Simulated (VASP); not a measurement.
# LiNbO3 (R3c) in VASP: notebook

The runs below take LiNbO3 through single point, with PBE.

Everything below comes from runs of VASP 6.6.1. Logs are shortened: lines on timing, memory, paths and dates and some standing lists are left out, and cuts for length are marked.

## (1) The cell of the first run

It takes space group R3c (No. 161, trigonal). Conventional cell: a = 5.080 Å, b = 5.080 Å, c = 14.395 Å, α = 90.00°, β = 90.00°, γ = 120.00°. Li (site symmetry 3) has 6 O at 2.05 to 2.27 Å within 2.7 Å. Nb (site symmetry 3) has 6 O at 1.86 to 2.16 Å within 2.5 Å. Within 2.5 Å of O (site symmetry 1) lie 2 Nb at 1.86 to 2.16 Å and 2 Li at 2.05 to 2.27 Å.

## (2) Single point, PBE (10.72 Å³/atom)

The input, INCAR:

```
SYSTEM = LiNbO3
PREC     = Accurate       ! precision mode
ENCUT    = 520            ! plane-wave cutoff, eV
EDIFF    = 1E-7           ! SCF threshold, eV
ISMEAR   = 0              ! smearing method
SIGMA    = 0.05           ! smearing width, eV
LREAL    = .FALSE.        ! projectors in reciprocal space
LASPH    = .TRUE.         ! aspherical terms in the spheres
NELM     = 100            ! most SCF steps
ALGO     = Normal         ! electronic algorithm
ISIF     = 2              ! what is computed and relaxed
LWAVE    = .FALSE.        ! write WAVECAR
LCHARG   = .FALSE.        ! write CHGCAR
GGA      = PE             ! functional
NBANDS   = 45             ! bands
```

The input, KPOINTS:

```
Automatic mesh
0
G
  6 6 6
  0 0 0
```

The input, POSCAR:

```
LiNbO3
1.0
    2.5400345996      1.4664896599      4.7982946944
   -2.5400345996      1.4664896599      4.7982946944
    0.0000000000     -2.9329793197      4.7982946944
Li Nb O
2 2 6
Direct
    0.2815913687      0.2815913687      0.2815913687
    0.7815913687      0.7815913687      0.7815913687
    0.0004900497      0.0004900497      0.0004900497
    0.5004900497      0.5004900497      0.5004900497
    0.1104619503      0.3580262714      0.7211003599
    0.7211003599      0.1104619503      0.3580262714
    0.3580262714      0.7211003599      0.1104619503
    0.2211003599      0.8580262714      0.6104619503
    0.8580262714      0.6104619503      0.2211003599
    0.6104619503      0.2211003599      0.8580262714
```

Potentials or basis: VASP PAW PBE potentials, release 64 (Li_sv, Nb_sv, O).

Run with:

```sh
> cat potpaw_PBE.64/Li_sv/POTCAR potpaw_PBE.64/Nb_sv/POTCAR potpaw_PBE.64/O/POTCAR > POTCAR
> mpirun -np 1 vasp_std > vasp.out
```

OUTCAR:

```text
SYSTEM = LiNbO3
   PREC = Accurate
   ENCUT = 520
   EDIFF = 1E-7
   ISMEAR = 0
   LREAL = .FALSE.
   LASPH = .TRUE.
   NELM = 100
   ISIF = 2
   GGA = PE

 ion  position               nearest neighbor table
   1  0.282  0.282  0.282-   9 2.05  10 2.05   8 2.05   6 2.27   5 2.27   7 2.27
   2  0.782  0.782  0.782-   5 2.05   6 2.05   7 2.05  10 2.27   9 2.27   8 2.27
   3  0.000  0.000  0.000-   7 1.86   6 1.86   5 1.86  10 2.16   8 2.16   9 2.16
   4  0.500  0.500  0.500-   8 1.86  10 1.86   9 1.86   6 2.16   7 2.16   5 2.16
   5  0.110  0.358  0.721-   3 1.86   2 2.05   4 2.16   1 2.27
   6  0.721  0.110  0.358-   3 1.86   2 2.05   4 2.16   1 2.27
   7  0.358  0.721  0.110-   3 1.86   2 2.05   4 2.16   1 2.27
   8  0.221  0.858  0.610-   4 1.86   1 2.05   3 2.16   2 2.27
   9  0.858  0.610  0.221-   4 1.86   1 2.05   3 2.16   2 2.27
  10  0.610  0.221  0.858-   4 1.86   1 2.05   3 2.16   2 2.27

  LATTYP: Found a trigonal (rhomboedric) cell.
 ALAT       =     5.6236998199
 COS(alpha) =     0.5919954572

  Lattice vectors:

 A1 = (   2.5400345996,   1.4664896599,   4.7982946944)
 A2 = (  -2.5400345996,   1.4664896599,   4.7982946944)
 A3 = (   0.0000000000,  -2.9329793197,   4.7982946944)

Analysis of symmetry for initial positions (statically):
=====================================================================
 Subroutine PRICEL returns:
 Original cell was already a primitive cell.

 Routine SETGRP: Setting up the symmetry group for a
 trigonal (rhombohedral) supercell.

 Subroutine GETGRP returns: Found  6 space group operations
 (whereof  3 operations were pure point group operations)
 out of a pool of 12 trial point group operations.

The static configuration has the point symmetry C_3 .
 The point group associated with its full space group is C_3v.

Analysis of symmetry for dynamics (positions and initial velocities):
=====================================================================
 Subroutine PRICEL returns:
 Original cell was already a primitive cell.

 Routine SETGRP: Setting up the symmetry group for a
 trigonal (rhombohedral) supercell.

 Subroutine GETGRP returns: Found  6 space group operations
 (whereof  3 operations were pure point group operations)
 out of a pool of 12 trial point group operations.

The dynamic configuration has the point symmetry C_3 .
 The point group associated with its full space group is C_3v.

 Subroutine INISYM returns: Found  6 space group operations
 (whereof  3 operations are pure point group operations),
 and found     1 'primitive' translations

----------------------------------------------------------------------------------------

                                     Primitive cell

  volume of cell :     107.2400

  direct lattice vectors                    reciprocal lattice vectors
     2.540034600  1.466489660  4.798294694     0.196847712  0.113650080  0.069469125
    -2.540034600  1.466489660  4.798294694    -0.196847712  0.113650080  0.069469125
     0.000000000 -2.932979320  4.798294694     0.000000000 -0.227300159  0.069469125

  length of vectors
     5.623699820  5.623699820  5.623699820     0.237679031  0.237679031  0.237679031

  position of ions in fractional coordinates (direct lattice)
     0.281591369  0.281591369  0.281591369
     0.781591369  0.781591369  0.781591369
     0.000490050  0.000490050  0.000490050
     0.500490050  0.500490050  0.500490050
     0.110461950  0.358026271  0.721100360
     0.721100360  0.110461950  0.358026271
     0.358026271  0.721100360  0.110461950
     0.221100360  0.858026271  0.610461950
     0.858026271  0.610461950  0.221100360
     0.610461950  0.221100360  0.858026271

  ion indices of the primitive-cell ions
   primitive index   ion index
                 1           1
                 2           2
                 3           3
                 4           4
                 5           5
                 6           6
                 7           7
                 8           8
                 9           9
                10          10

----------------------------------------------------------------------------------------

 KPOINTS: Automatic mesh

Automatic generation of k-mesh.
 Grid dimensions read from file:
 generate k-points for:    6    6    6

 Generating k-lattice:

  Cartesian coordinates                     Fractional coordinates (reciprocal lattice)
     0.032807952  0.018941680  0.011578187     0.166666667  0.000000000  0.000000000
    -0.032807952  0.018941680  0.011578187     0.000000000  0.166666667  0.000000000
     0.000000000 -0.037883360  0.011578187     0.000000000  0.000000000  0.166666667

  Length of vectors
     0.039613172  0.039613172  0.039613172

  Shift w.r.t. Gamma in fractional coordinates (k-lattice)
     0.000000000  0.000000000  0.000000000

 Subroutine IBZKPT returns following result:
 ===========================================

 Found     32 irreducible k-points:

 Following reciprocal coordinates:
            Coordinates               Weight
  0.000000  0.000000  0.000000      1.000000
  0.166667  0.000000  0.000000      6.000000
  0.333333  0.000000  0.000000      6.000000
  0.500000  0.000000  0.000000      3.000000
  0.166667  0.166667  0.000000      6.000000
  0.333333  0.166667  0.000000     12.000000
[... 16 lines left out ...]
  0.500000  0.500000  0.166667      6.000000
 -0.333333  0.500000  0.166667     12.000000
 [... further k-points ...]
   k-points           NKPTS =     32   k-points in BZ     NKDIM =     32   number of bands    NBANDS=     45
   number of dos      NEDOS =    301   number of ions     NIONS =     10
   total plane-waves  NPLWV =  74088
   dimension x,y,z NGX =    42 NGY =   42 NGZ =   42
   dimension x,y,z NGXF=    84 NGYF=   84 NGZF=   84
   ions per type =               2   2   6
   NGX,Y,Z   is equivalent  to a cutoff of  12.42, 12.42, 12.42 a.u.
   NGXF,Y,Z  is equivalent  to a cutoff of  24.83, 24.83, 24.83 a.u.
 SYSTEM =  LiNbO3
   PREC   = accura    normal or accurate (medium, high low for compatibility)
   ISTART =      0    job   : 0-new  1-cont  2-samecut
   ICHARG =      2    charge: 1-file 2-atom 10-const
   ISPIN  =      1    spin polarized calculation?
   LNONCOLLINEAR =      F non collinear calculations
   LSORBIT =      F    spin-orbit coupling
   LASPH  =      T    aspherical Exc in radial PAW
   ENCUT  =  520.0 eV  38.22 Ry    6.18 a.u.  10.46 10.46 10.46*2*pi/ulx,y,z
   NELM   =    100;   NELMIN=  2; NELMDL= -5     # of ELM steps
   EDIFF  = 0.1E-06   stopping-criterion for ELM
   LREAL  =      F    real-space projection
   EDIFFG = 0.1E-05   stopping-criterion for IOM
   NSW    =      0    number of steps for IOM
   IBRION =     -1    ionic relax: 0-MD 1-quasi-New 2-CG
   NFREE  =      0    steps in history (QN), initial steepest desc. (CG)
   ISIF   =      2    stress and relaxation
   ISYM   =      2    0-nonsym 1-usesym 2-fastsym
   POTIM  = 0.5000    time-step for ionic-motion
   TEBEG  =    0.0;   TEEND  =   0.0 temperature during run
   PSTRESS=    0.0 pullay stress
   NELECT =      68.0000    total number of electrons
   NUPDOWN=      -1.0000    fix difference up-down
   EMIN   =  10.00;   EMAX   =-10.00  energy-range for DOS
   EFERMI =   0.00;   METHOD = LEGACY
   ISMEAR =     0;   SIGMA  =   0.05  broadening in eV -4-tet -1-fermi 0-gaus
   EFERMI_NEDOS =   21; number of points for ismear=-14 and -15
   IALGO  =     38    algorithm
   IMIX   =      4    mixing-type and parameters
     AMIX     =   0.40;   BMIX     =  1.00
     AMIX_MAG =   1.60;   BMIX_MAG =  1.00
  volume/ion in A,a.u.               =      10.72        72.37
  Fermi-wavevector in a.u.,A,eV,Ry     =   1.406454  2.657813 26.913859  1.978113
  Thomas-Fermi vector in A             =   2.528813
   LORBIT       =      0    0 simple, 1 ext, 2 COOP (PROOUT), +10 PAW based schemes
   GGA     = PE    functional components
   LHFCALC =     F    Hartree Fock is set to
   AEXX    =    0.0000 exact exchange contribution
   IVDW    =     0    specifies the selected vdW correction
   LEPSILON=     F    determine dielectric tensor
   LRPA    =     F    only Hartree local field effects (RPA)
 non-spin polarized calculation
 Gauss-broadening in eV      SIGMA  =   0.05
  energy-cutoff  :      520.00
  volume of cell :      107.24
 maximum number of plane-waves:      2907
 NGX is ok and might be reduce to    42
   NGX = 21   NGY = 21   NGZ = 21

 number of electron      67.9999994 magnetization

 Free energy of the ion-electron system (eV)
  ---------------------------------------------------
  ext. energy  EPLUGINS =         0.00000000
  ---------------------------------------------------
  free energy    TOTEN  =       -79.92726624 eV

  energy without entropy =      -79.92726624  energy(sigma->0) =      -79.92726624

 E-fermi :   3.7083     XC(G=0): -10.7414

 val. band max:        3.4909164438   @ k =   0.0000   0.0000   0.0000
 cond. band min:       7.1100269361   @ k =   0.1667   0.1667   0.0000
 fundamental gap:      3.6191104924
 Fermi energy:         3.7083238000

 k-point     1 :       0.0000    0.0000    0.0000
  band No.  band energies     occupation
      1     -50.6731      2.00000
      2     -50.6591      2.00000
      3     -39.1583      2.00000
      4     -39.1560      2.00000
      5     -26.9942      2.00000
      6     -26.9942      2.00000
[... 37 lines left out ...]
     44      13.3404      0.00000
     45      13.3484      0.00000

 k-point     2 :       0.1667    0.0000    0.0000
  band No.  band energies     occupation
      1     -50.6722      2.00000
      2     -50.6600      2.00000
      3     -39.1582      2.00000
      4     -39.1562      2.00000
      5     -26.9865      2.00000
      6     -26.9852      2.00000
[... 1048 lines left out ...]
 k-point    24 :      -0.3333    0.5000    0.1667
  band No.  band energies     occupation
      1     -50.6672      2.00000
      2     -50.6649      2.00000
      3     -39.1575      2.00000
      4     -39.1570      2.00000
      5     -26.9957      2.00000
      6     -26.9940      2.00000
[... 37 lines left out ...]
     44      12.9435      0.00000
     45      13.9193      0.00000

 [... further k-points ...]

------------------------ aborting loop because EDIFF is reached ----------------------------------------

  FORCE on cell =-STRESS in cart. coord.  units (eV):
  Direction    XX          YY          ZZ          XY          YZ          ZX
  --------------------------------------------------------------------------------------
  -------------------------------------------------------------------------------------
  Total        4.6030710      4.6030710     -1.1158103      0.0000000     -0.0000000      0.0000000
  in kB       68.7703837     68.7703837    -16.6703281      0.0000000     -0.0000000      0.0000000
  external PRESSURE =      40.2901464 kB  Pullay stress =       0.0000000 kB

 VOLUME and BASIS-vectors are now :
 -----------------------------------------------------------------------------
  energy-cutoff  :      520.00
  volume of cell :      107.24
      direct lattice vectors                 reciprocal lattice vectors
     2.540034600  1.466489660  4.798294694     0.196847712  0.113650080  0.069469125
    -2.540034600  1.466489660  4.798294694    -0.196847712  0.113650080  0.069469125
     0.000000000 -2.932979320  4.798294694     0.000000000 -0.227300159  0.069469125

 POSITION                                       TOTAL-FORCE (eV/Angst)
 -----------------------------------------------------------------------------------
      0.00000      0.00000      4.05348         0.000000      0.000000      0.055426
      0.00000      0.00000     11.25092         0.000000      0.000000      0.055426
      0.00000      0.00000      0.00705         0.000000     -0.000000     -0.323254
      0.00000      0.00000      7.20450         0.000000     -0.000000     -0.323254
     -0.62882     -1.42794      5.70800        -0.274212      0.246285      0.089276
      1.55104      0.16939      5.70800        -0.076183     -0.360617      0.089276
     -0.92222      1.25855      5.70800         0.350395      0.114332      0.089276
     -1.61781     -0.20794      8.10714        -0.350395      0.114332      0.089276
      0.62882      1.50504      8.10714         0.274212      0.246285      0.089276
      0.98899     -1.29710      8.10714         0.076183     -0.360617      0.089276
 -----------------------------------------------------------------------------------
    total drift:                                0.000000     -0.000000      0.000520

  FREE ENERGIE OF THE ION-ELECTRON SYSTEM (eV)
  ---------------------------------------------------
  free  energy   TOTEN  =       -79.9272662384 eV

  energy  without entropy=      -79.9272662384  energy(sigma->0) =      -79.92726624
```

Run time: 2.3 min. Hardware: 1 thread of Intel Xeon 6975P-C (Granite Rapids), shared host; peak memory 0.31 GiB.

Results:

```yaml
Free_energy: -79.9273 eV
Largest_force: 0.379 eV/Å
Band_gap_on_the_k_mesh: 3.62 eV (least direct gap 3.63 eV)
```

Forces on the atoms (eV/Å):
```
Li   0.000  0.000  0.055
Li   0.000  0.000  0.055
Nb   0.000  0.000 -0.323
Nb   0.000  0.000 -0.323
O   -0.274  0.246  0.089
O   -0.076 -0.361  0.089
O    0.350  0.114  0.089
O   -0.350  0.114  0.089
O    0.274  0.246  0.089
O    0.076 -0.361  0.089
```

Caveat: the cutoff is under 1.25 times the usual one of these potentials, so pressure, stress and relaxed cells hold a basis-set (Pulay) error. A k mesh can miss the band edges.

## (3) Single point, PBE (10.72 Å³/atom)

The input, INCAR:

```
SYSTEM = LiNbO3
ALGO = Normal
EDIFF = 1E-6
ENCUT = 520
GGA = PE
ISIF = 2
ISMEAR = 0
LASPH = .True.
LCHARG = .False.
LREAL = .False.
LWAVE = .False.
NBANDS = 45
NELM = 80
PREC = Accurate
SIGMA = 0.05
```

The input, KPOINTS:

```
k-points
0
Gamma
  6 6 6
  0 0 0
```

Changes to POSCAR since step 2:

```diff
@@ -2,5 +2,5 @@
 1.0
-    2.5400345996      1.4664896599      4.7982946944
-   -2.5400345996      1.4664896599      4.7982946944
-    0.0000000000     -2.9329793197      4.7982946944
+    2.6509859425      1.5305474475      4.4050549744
+   -2.6509859425      1.5305474475      4.4050549744
+    0.0000000000     -3.0610948950      4.4050549745
 Li Nb O
```

Potentials or basis: VASP PAW PBE potentials, release 64 (Li_sv, Nb_sv, O).

Run with:

```sh
> cat potpaw_PBE.64/Li_sv/POTCAR potpaw_PBE.64/Nb_sv/POTCAR potpaw_PBE.64/O/POTCAR > POTCAR
> mpirun -np 1 vasp_std > vasp.out
```

Run time: 1.9 min. Hardware: 1 thread of Intel Xeon 6975P-C (Granite Rapids), shared host; peak memory 0.3 GiB.

It converged, with:

```yaml
Free_energy: -79.8055 eV
Largest_force: 0.151 eV/Å
Band_gap_on_the_k_mesh: 3.49 eV (least direct gap 3.56 eV)
```

Forces in eV/Å, atoms in the order of the input:
```
Li   0.000  0.000 -0.151
Li   0.000  0.000 -0.151
Nb   0.000  0.000  0.092
Nb   0.000  0.000  0.092
O    0.121  0.025  0.020
O   -0.082  0.093  0.020
O   -0.039 -0.118  0.020
O    0.039 -0.118  0.020
O   -0.121  0.025  0.020
O    0.082  0.093  0.020
```

Levels at points of the mesh, in eV from the valence-band top:
```tsv
k point	band 32	band 33	band 34	band 35	band 36	band 37
(0.00, 0.00, 0.00)	-0.33	-0.03	-0.03	3.58	3.58	3.75
(0.50, 0.00, 0.00)	-0.21	-0.12	-0.12	3.83	3.83	4.58
(0.50, 0.50, 0.00)	-0.50	-0.46	-0.22	3.59	4.06	4.50
(0.50, 0.50, 0.50)	-0.38	-0.38	-0.38	4.34	4.34	4.74
```

Caveat: the cutoff is under 1.25 times the usual one of these potentials, so pressure, stress and relaxed cells hold a basis-set (Pulay) error. As with any semilocal functional, this PBE gap is likely too small.
